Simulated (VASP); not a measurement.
Wanted: the native input for a VASP 6.6.1 run.

* Task: single point
* Functional: PBE
* Potentials or basis: VASP PAW PBE potentials, release 64 (Li_sv, H)
* Cutoff: 520 eV
* k mesh: 6 × 6 × 6
* Occupations: gaussian, width 0.01 eV
* Spin: no spin polarisation
* Dipole correction: no
* Further INCAR settings: ALGO = Normal; EDIFF = 1e-07; NBANDS = 9

The structure of LiH lies in POSCAR:

```
LiH
1.0
    2.5824125437      0.0000000000      0.0000000000
    0.0000000000      2.5824125437      0.0000000000
    0.0000000000      0.0000000000      2.5824125437
Li H
1 1
Direct
    0.0000000000      0.0000000000      0.0000000000
    0.5000000000      0.5000000000      0.5000000000
```

This cell differs from its parent crystal: volume changed by +10%.

One way to write it, as run:

INCAR

```
SYSTEM = LiH
ALGO = Normal
EDIFF = 1E-7
ENCUT = 520
GGA = PE
ISIF = 2
ISMEAR = 0
LASPH = .TRUE.
LCHARG = .FALSE.
LREAL = .FALSE.
LWAVE = .FALSE.
NBANDS = 9
NELM = 100
PREC = Accurate
SIGMA = 0.01
```

KPOINTS

```
k-points
0
G
  6 6 6
  0 0 0
```

Potentials or basis: VASP PAW PBE potentials, release 64 (Li_sv, H).

The run is started by

```bash
$ cat potpaw_PBE.64/Li_sv/POTCAR potpaw_PBE.64/H/POTCAR > POTCAR
$ mpirun -np 1 vasp_std > vasp.out
```

Results of the run:

| Property | Result |
| --- | --- |
| Band gap on the k mesh | 0.75 eV, indirect (least direct gap 4.13 eV) |

Run time: 4.6 s on 1 thread of AMD EPYC 7R43 64-Core Processor (Zen 3), with other jobs on the host, peak memory 0.08 GiB.
